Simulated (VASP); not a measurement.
Runs of VASP 6.6.1 on HgTe. It takes space group P6_3/mmc (No. 194, hexagonal). Conventional cell: a = 4.234 Å, b = 4.234 Å, c = 7.397 Å, α = 90.00°, β = 90.00°, γ = 120.00°. Within 4.0 Å of Hg (site symmetry -3m) lie 6 Te at 3.06 Å and 2 Hg at 3.70 Å. Te (site symmetry -6m2) has 6 Hg at 3.06 Å within 4.0 Å. 

| level | potentials or basis | spin | k mesh | cutoff (eV) | smearing | grid for exact exchange (PRECFOCK) | screening parameter | gap on the mesh (eV) | pressure (GPa) |
| --- | --- | --- | --- | --- | --- | --- | --- | --- | --- |
| PBE | VASP PAW PBE potentials, release 64 (Hg, Te) | off | 6 × 6 × 2 | 500 | fermi-dirac 0.02 eV | - | - | none | 1.1 |
| LDA | VASP PAW LDA potentials, release 64 (Hg, Te) | off | 6 × 6 × 2 | 500 | fermi-dirac 0.02 eV | - | - | none | -3.8 |
| HSE06 | VASP PAW PBE potentials, release 64 (Hg, Te) | off | 2 × 2 × 2 | 400 | fermi-dirac 0.02 eV | Normal | 0.2079 1/Å | none | (a) |
| PBE | VASP PAW PBE potentials, release 64 (Hg, Te) | collinear, zero start | 6 × 6 × 2 | 500 | fermi-dirac 0.02 eV | - | - | none | 1.2 |
| PBE | VASP PAW PBE potentials, release 64 (Hg, Te) | off | 8 × 8 × 1 | 500 | fermi-dirac 0.02 eV | - | - | none | 1.1 |
| PBE | VASP PAW PBE potentials, release 64 (Hg, Te) | off | 6 × 6 × 2 | 500 | methfessel-paxton 0.05 eV | - | - | none | 1.1 |
| PBE | VASP PAW PBE potentials, release 64 (Hg, Te) | off | 6 × 6 × 2 | 500 | methfessel-paxton 0.2 eV | - | - | none | 1.1 |

Alike in all rows: task single point; cell as given.

Q: Estimate the missing entries.

A: (a) 1.4.

Caveats: all runs use coarse meshes; spin-orbit coupling is left out, which moves the levels of the heavy elements; the PAW data sets were made with another functional, which shifts forces and pressure a little (some runs).

A k mesh can miss the band edges, and the runs leave out spin-orbit coupling on Hg, Te.

A gap of «none» marks levels without a gap at the run's occupations.
